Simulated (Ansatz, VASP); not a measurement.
Ir in VASP and in Ansatz

```xyz
1
Lattice="-1.5833 1.5833 1.5833 1.5833 -1.5833 1.5833 1.5833 1.5833 -1.5833" Properties=species:S:1:pos:R:3 pbc="T T T"
Ir    0.0000    0.0000    0.0000
```

Alike in both runs: functional BLYP; k mesh 14 × 14 × 14; occupations fermi-dirac, width 0.1 eV; no spin polarisation.

Ansatz relaxed the structure, and its values are those at the end. VASP's run is a single point on that final structure, the one shown.

```csv
,VASP,Ansatz
version,VASP 6.6.1,Ansatz 0.2.0
potentials or method,"VASP PAW PBE potentials, release 64 (Ir), cutoff 520 eV","plane waves (420 eV) with PAW, scalar-relativistic"
valence electrons in the cell,9,17
```

Ansatz gave:

| Quantity | Value |
| --- | --- |
| pressure (GPa) | 0.0 |

Task: What did VASP give for the same quantities?

Result: Pressure (GPa): 2.0.

VASP's potentials were made for PBE, not for BLYP. With one functional, cell and mesh, what is left measures potentials, basis and numerics. VASP's potentials hold 9 valence electrons a cell and Ansatz's 17, so a difference there can come from the potentials and not from the codes.

Spin-orbit coupling is off throughout.
